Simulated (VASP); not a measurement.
# Li27TeH26 (a cell with a defect) in VASP: electric field gradients with PBE

Aim: the electric field gradients of Li27TeH26 (a cell with a defect) with PBE.

Program: VASP 6.6.1. These are calculated values, not measurements. Logs are shortened: lines on timing, memory, paths and dates and some standing lists are left out, and cuts for length are marked.

### Step 1. The cell of the first run

The cell holds a defect, 54 atoms: a = 8.641 Å, b = 8.641 Å, c = 8.641 Å, α = 60.00°, β = 60.00°, γ = 60.00°.

### Step 2. Electric field gradients, PBE

The input, INCAR:

```
PREC = Accurate
ENCUT = 520
EDIFF = 1E-8
ISMEAR = -1
SIGMA = 0.01
LREAL = Auto
LASPH = True
NELM = 60
ALGO = Normal
ISIF = 2
LWAVE = False
LCHARG = False
GGA = PE
LEFG = True
NELECT = 114.0
NBANDS = 90
```

The input, KPOINTS:

```
regular mesh
0
Gamma
  3 3 3
```

The input, POSCAR:

```
Li27TeH26
1.0
    0.0000000000      6.1102500000      6.1102500000
    6.1102500000      0.0000000000      6.1102500000
    6.1102500000      6.1102500000      0.0000000000
Li Te H
27 1 26
Direct
    0.0000000000      0.0000000000      0.0000000000
    0.0000000000      0.0000000000      0.3333333333
    0.0000000000      0.0000000000      0.6666666667
    0.0000000000      0.3333333333      0.0000000000
    0.0000000000      0.3333333333      0.3333333333
    0.0000000000      0.3333333333      0.6666666667
    0.0000000000      0.6666666667      0.0000000000
    0.0000000000      0.6666666667      0.3333333333
    0.0000000000      0.6666666667      0.6666666667
    0.3333333333      0.0000000000      0.0000000000
    0.3333333333      0.0000000000      0.3333333333
    0.3333333333      0.0000000000      0.6666666667
    0.3333333333      0.3333333333      0.0000000000
    0.3333333333      0.3333333333      0.3333333333
    0.3333333333      0.3333333333      0.6666666667
    0.3333333333      0.6666666667      0.0000000000
    0.3333333333      0.6666666667      0.3333333333
    0.3333333333      0.6666666667      0.6666666667
    0.6666666667      0.0000000000      0.0000000000
    0.6666666667      0.0000000000      0.3333333333
    0.6666666667      0.0000000000      0.6666666667
    0.6666666667      0.3333333333      0.0000000000
    0.6666666667      0.3333333333      0.3333333333
    0.6666666667      0.3333333333      0.6666666667
    0.6666666667      0.6666666667      0.0000000000
    0.6666666667      0.6666666667      0.3333333333
    0.6666666667      0.6666666667      0.6666666667
    0.1666666667      0.1666666667      0.1666666667
    0.1666666667      0.1666666667      0.5000000000
    0.1666666667      0.1666666667      0.8333333333
    0.1666666667      0.5000000000      0.1666666667
    0.1666666667      0.5000000000      0.5000000000
    0.1666666667      0.5000000000      0.8333333333
    0.1666666667      0.8333333333      0.1666666667
    0.1666666667      0.8333333333      0.5000000000
    0.1666666667      0.8333333333      0.8333333333
    0.5000000000      0.1666666667      0.1666666667
    0.5000000000      0.1666666667      0.5000000000
    0.5000000000      0.1666666667      0.8333333333
    0.5000000000      0.5000000000      0.1666666667
    0.5000000000      0.5000000000      0.5000000000
    0.5000000000      0.5000000000      0.8333333333
    0.5000000000      0.8333333333      0.1666666667
    0.5000000000      0.8333333333      0.5000000000
    0.5000000000      0.8333333333      0.8333333333
    0.8333333333      0.1666666667      0.1666666667
    0.8333333333      0.1666666667      0.5000000000
    0.8333333333      0.1666666667      0.8333333333
    0.8333333333      0.5000000000      0.1666666667
    0.8333333333      0.5000000000      0.5000000000
    0.8333333333      0.5000000000      0.8333333333
    0.8333333333      0.8333333333      0.1666666667
    0.8333333333      0.8333333333      0.5000000000
    0.8333333333      0.8333333333      0.8333333333
```

Potentials or basis: VASP PAW PBE potentials, release 64 (Li_sv, Te, H).

On the command line:

```bash
cat potpaw_PBE.64/Li_sv/POTCAR potpaw_PBE.64/Te/POTCAR potpaw_PBE.64/H/POTCAR > POTCAR
mpirun -np 1 vasp_std > vasp.out
```

OUTCAR:

```text
PREC = Accurate
   ENCUT = 520
   EDIFF = 1E-8
   ISMEAR = -1
   LREAL = Auto
   LASPH = True
   NELM = 60
   ISIF = 2
   GGA = PE
   NELECT = 114.0

 ion  position               nearest neighbor table
   1  0.000  0.000  0.000-
   2  0.000  0.000  0.333-  28 2.04
   3  0.000  0.000  0.667-
   4  0.000  0.333  0.000-  28 2.04
   5  0.000  0.333  0.333-  28 2.04
   6  0.000  0.333  0.667-
   7  0.000  0.667  0.000-
   8  0.000  0.667  0.333-
   9  0.000  0.667  0.667-
  10  0.333  0.000  0.000-  28 2.04
  11  0.333  0.000  0.333-  28 2.04
  12  0.333  0.000  0.667-
  13  0.333  0.333  0.000-  28 2.04
  14  0.333  0.333  0.333-
  15  0.333  0.333  0.667-
  16  0.333  0.667  0.000-
  17  0.333  0.667  0.333-
  18  0.333  0.667  0.667-
  19  0.667  0.000  0.000-
  20  0.667  0.000  0.333-
  21  0.667  0.000  0.667-
  22  0.667  0.333  0.000-
  23  0.667  0.333  0.333-
  24  0.667  0.333  0.667-
  25  0.667  0.667  0.000-
  26  0.667  0.667  0.333-
  27  0.667  0.667  0.667-
  28  0.167  0.167  0.167-   5 2.04  11 2.04  13 2.04  10 2.04   4 2.04   2 2.04
  29  0.167  0.167  0.500-
  30  0.167  0.167  0.833-
  31  0.167  0.500  0.167-
  32  0.167  0.500  0.500-
  33  0.167  0.500  0.833-
  34  0.167  0.833  0.167-
[... 18 lines left out ...]
  53  0.833  0.833  0.500-
  54  0.833  0.833  0.833-

  LATTYP: Found a face centered cubic cell.
 ALAT       =    12.2205000000

  Lattice vectors:

 A1 = (   0.0000000000,   6.1102500000,   6.1102500000)
 A2 = (   6.1102500000,   0.0000000000,   6.1102500000)
 A3 = (   6.1102500000,   6.1102500000,   0.0000000000)

Analysis of symmetry for initial positions (statically):
=====================================================================
 Subroutine PRICEL returns:
 Original cell was already a primitive cell.

 Routine SETGRP: Setting up the symmetry group for a
 face centered cubic supercell.

[... 256 lines left out ...]

 k-point     1 :       0.0000    0.0000    0.0000
  band No.  band energies     occupation
      1     -43.9547      2.00000
      2     -43.9489      2.00000
      3     -43.9378      2.00000
      4     -43.9378      2.00000
      5     -43.9378      2.00000
      6     -43.9367      2.00000
[... 277 lines left out ...]
     68       5.6976      0.00000
     69       5.7863      0.00000
 [bands above 69 left out]

------------------------ aborting loop because EDIFF is reached ----------------------------------------

  FORCE on cell =-STRESS in cart. coord.  units (eV):
  Direction    XX          YY          ZZ          XY          YZ          ZX
  --------------------------------------------------------------------------------------
  -------------------------------------------------------------------------------------
  Total       23.0207437     23.0207437     23.0207437     -0.0000000     -0.0000000      0.0000000
  in kB       80.8393842     80.8393842     80.8393842     -0.0000000     -0.0000000      0.0000000
  external PRESSURE =      80.8393842 kB  Pullay stress =       0.0000000 kB

 VOLUME and BASIS-vectors are now :
 -----------------------------------------------------------------------------
  energy-cutoff  :      520.00
  volume of cell :      456.25
      direct lattice vectors                 reciprocal lattice vectors
     0.000000000  6.110250000  6.110250000    -0.081829712  0.081829712  0.081829712
     6.110250000  0.000000000  6.110250000     0.081829712 -0.081829712  0.081829712
     6.110250000  6.110250000  0.000000000     0.081829712  0.081829712 -0.081829712

 POSITION                                       TOTAL-FORCE (eV/Angst)
 -----------------------------------------------------------------------------------
      0.00000      0.00000      0.00000         0.064878      0.064878      0.064878
      2.03675      2.03675      0.00000        -0.000000     -0.000000     -4.399473
      4.07350      4.07350      0.00000        -0.064878     -0.064878      0.064878
      2.03675      0.00000      2.03675        -0.000000     -4.399473     -0.000000
      4.07350      2.03675      2.03675         4.399473     -0.000000     -0.000000
      6.11025      4.07350      2.03675        -0.053627      0.053627     -0.000000
[... 46 lines left out ...]
      8.14700      8.14700     10.18375        -0.000000     -0.000000     -0.124850
     10.18375     10.18375     10.18375        -0.004930     -0.004930     -0.004930
 -----------------------------------------------------------------------------------
    total drift:                                0.000024      0.000024      0.000024

  FREE ENERGIE OF THE ION-ELECTRON SYSTEM (eV)
  ---------------------------------------------------
  free  energy   TOTEN  =      -155.1423651535 eV

  energy  without entropy=     -155.1423651535  energy(sigma->0) =     -155.14236515

 Electric field gradients (V/A^2)
---------------------------------------------------------------------
 ion       V_xx      V_yy      V_zz      V_xy      V_xz      V_yz
---------------------------------------------------------------------
   1       0.000    -0.000    -0.000     0.035     0.035     0.035
   2      -1.058    -1.058     2.117     0.008     0.003     0.003
   3      -0.001    -0.001     0.002     0.035    -0.023    -0.023
   4      -1.058     2.117    -1.058     0.003     0.008     0.003
   5       2.112    -1.056    -1.056     0.005     0.005    -0.001
   6      -0.118    -0.112     0.229     0.132     0.006    -0.000
[... 46 lines left out ...]
  53       0.041     0.041    -0.081    -0.000    -0.001    -0.001
  54       0.000    -0.000     0.000     0.017     0.017     0.017
---------------------------------------------------------------------

 Electric field gradients after diagonalization (V/A^2)
 (convention: |V_zz| > |V_xx| > |V_yy|)
----------------------------------------------------------------------
 ion       V_xx      V_yy      V_zz     asymmetry (V_yy - V_xx)/ V_zz
----------------------------------------------------------------------
   1      -0.035    -0.035     0.069       0.000
   2      -1.066    -1.050     2.117       0.008
   3      -0.037    -0.018     0.055       0.333
   4      -1.066    -1.050     2.117       0.008
   5      -1.056    -1.055     2.112       0.001
   6       0.229     0.017    -0.247       0.859
[... 46 lines left out ...]
  53       0.041     0.041    -0.081       0.000
  54      -0.017    -0.017     0.035       0.000
----------------------------------------------------------------------

           NMR quadrupolar parameters

 Cq : quadrupolar parameter    Cq=e*Q*V_zz/h
 eta: asymmetry parameters     (V_yy - V_xx)/ V_zz
 Q  : nuclear electric quadrupole moment in mb (millibarn)
----------------------------------------------------------------------
 ion       Cq(MHz)       eta       Q (mb)
----------------------------------------------------------------------
   1       0.000       0.000       1.000
   2       0.005       0.008       1.000
   3       0.000       0.333       1.000
   4       0.005       0.008       1.000
   5       0.005       0.001       1.000
   6      -0.001       0.859       1.000
[... 46 lines left out ...]
  53      -0.000       0.000       1.000
  54       0.000       0.000       1.000
----------------------------------------------------------------------
```

Wall time 8 min (1 thread of Intel Xeon Platinum 8488C (Sapphire Rapids), shared host); peak memory 0.6 GiB.

What came out:

* Free energy: -155.1424 eV
* Largest force: 4.399 eV/Å
* Largest electric field gradient by atom: Li +0.1, +2.1, -0.2, +0.0 (each value once); Te -0.0; H -0.4, +0.0, -0.1 (each value once) V/Å²

Forces in eV/Å, atoms in the order of the input:
```
Li   0.065  0.065  0.065
Li   0.000  0.000 -4.399
Li  -0.065 -0.065  0.065
Li   0.000 -4.399  0.000
Li   4.399  0.000  0.000
Li  -0.054  0.054  0.000
Li  -0.065  0.065 -0.065
Li  -0.054  0.000  0.054
Li   0.000  0.054  0.054
Li  -4.399  0.000  0.000
Li   0.000  4.399  0.000
Li   0.054 -0.054  0.000
Li   0.000  0.000  4.399
Li  -0.065 -0.065 -0.065
Li   0.065  0.065 -0.065
Li   0.054  0.000 -0.054
Li   0.065 -0.065  0.065
Li   0.000 -0.054 -0.054
Li   0.065 -0.065 -0.065
Li   0.000 -0.054  0.054
Li   0.054  0.000  0.054
Li   0.000  0.054 -0.054
Li  -0.065  0.065  0.065
Li  -0.054  0.000 -0.054
Li   0.054  0.054  0.000
Li  -0.054 -0.054  0.000
Li   0.000  0.000  0.000
Te   0.000  0.000  0.000
H    0.321  0.321  0.000
H   -0.321 -0.321  0.000
H    0.321  0.000  0.321
H    0.005 -0.005 -0.005
H    0.000 -0.321  0.321
H   -0.321  0.000 -0.321
H    0.000  0.321 -0.321
H   -0.005  0.005  0.005
H    0.000  0.321  0.321
H   -0.005  0.005 -0.005
H   -0.321  0.000  0.321
H   -0.005 -0.005  0.005
H    0.005  0.005  0.005
H    0.000  0.000  0.125
H   -0.321  0.321  0.000
H    0.000  0.125  0.000
H   -0.125  0.000  0.000
H    0.000 -0.321 -0.321
H    0.321  0.000 -0.321
H    0.005 -0.005  0.005
H    0.321 -0.321  0.000
H    0.125  0.000  0.000
H    0.000 -0.125  0.000
H    0.005  0.005 -0.005
H    0.000  0.000 -0.125
H   -0.005 -0.005 -0.005
```

Electric field gradients, principal values (V/Å²):
| atom | least | middle | greatest (by size) |
| --- | --- | --- | --- |
| 1 Li | -0.035 | -0.035 | 0.069 |
| 2 Li | -1.050 | -1.066 | 2.117 |
| 3 Li | -0.018 | -0.037 | 0.055 |
| 4 Li | -1.050 | -1.066 | 2.117 |
| 5 Li | -1.055 | -1.056 | 2.112 |
| 6 Li | 0.017 | 0.229 | -0.247 |
| 7 Li | -0.018 | -0.037 | 0.055 |
| 8 Li | 0.017 | 0.229 | -0.247 |
| 9 Li | 0.015 | 0.224 | -0.239 |
| 10 Li | -1.050 | -1.066 | 2.117 |
| 11 Li | -1.055 | -1.056 | 2.112 |
| 12 Li | 0.017 | 0.229 | -0.247 |
| 13 Li | -1.055 | -1.056 | 2.112 |
| 14 Li | -0.029 | -0.029 | 0.057 |
| 15 Li | -0.023 | -0.030 | 0.053 |
| 16 Li | 0.017 | 0.229 | -0.247 |
| 17 Li | -0.023 | -0.030 | 0.053 |
| 18 Li | 0.010 | 0.228 | -0.238 |
| 19 Li | -0.018 | -0.037 | 0.055 |
| 20 Li | 0.017 | 0.229 | -0.247 |
| 21 Li | 0.015 | 0.224 | -0.239 |
| 22 Li | 0.017 | 0.229 | -0.247 |
| 23 Li | -0.023 | -0.030 | 0.053 |
| 24 Li | 0.010 | 0.228 | -0.238 |
| 25 Li | 0.015 | 0.224 | -0.239 |
| 26 Li | 0.010 | 0.228 | -0.238 |
| 27 Li | -0.002 | -0.002 | 0.003 |
| 28 Te | 0.000 | 0.000 | 0.000 |
| 29 H | 0.100 | 0.253 | -0.353 |
| 30 H | 0.100 | 0.253 | -0.353 |
| 31 H | 0.100 | 0.253 | -0.353 |
| 32 H | -0.016 | -0.019 | 0.035 |
| 33 H | 0.099 | 0.252 | -0.351 |
| 34 H | 0.100 | 0.253 | -0.353 |
| 35 H | 0.099 | 0.252 | -0.351 |
| 36 H | -0.017 | -0.018 | 0.035 |
| 37 H | 0.100 | 0.253 | -0.353 |
| 38 H | -0.016 | -0.019 | 0.035 |
| 39 H | 0.099 | 0.252 | -0.351 |
| 40 H | -0.016 | -0.019 | 0.035 |
| 41 H | -0.016 | -0.016 | 0.033 |
| 42 H | 0.040 | 0.043 | -0.083 |
| 43 H | 0.099 | 0.252 | -0.351 |
| 44 H | 0.040 | 0.043 | -0.083 |
| 45 H | 0.041 | 0.041 | -0.081 |
| 46 H | 0.100 | 0.253 | -0.353 |
| 47 H | 0.099 | 0.252 | -0.351 |
| 48 H | -0.017 | -0.018 | 0.035 |
| 49 H | 0.099 | 0.252 | -0.351 |
| 50 H | 0.040 | 0.043 | -0.083 |
| 51 H | 0.041 | 0.041 | -0.081 |
| 52 H | -0.017 | -0.018 | 0.035 |
| 53 H | 0.041 | 0.041 | -0.081 |
| 54 H | -0.017 | -0.017 | 0.035 |

Caveat: the cell carries a net charge on a neutralising background, which shifts energy and pressure; the cell is charged against a uniform background, so pressure and absolute levels hang on convention; the cutoff is under 1.25 times the usual one of these potentials, so pressure, stress and relaxed cells hold a basis-set (Pulay) error; without QUAD_EFG the Cq values of the log hold for a quadrupole moment of 1 mb, not for the nuclei.
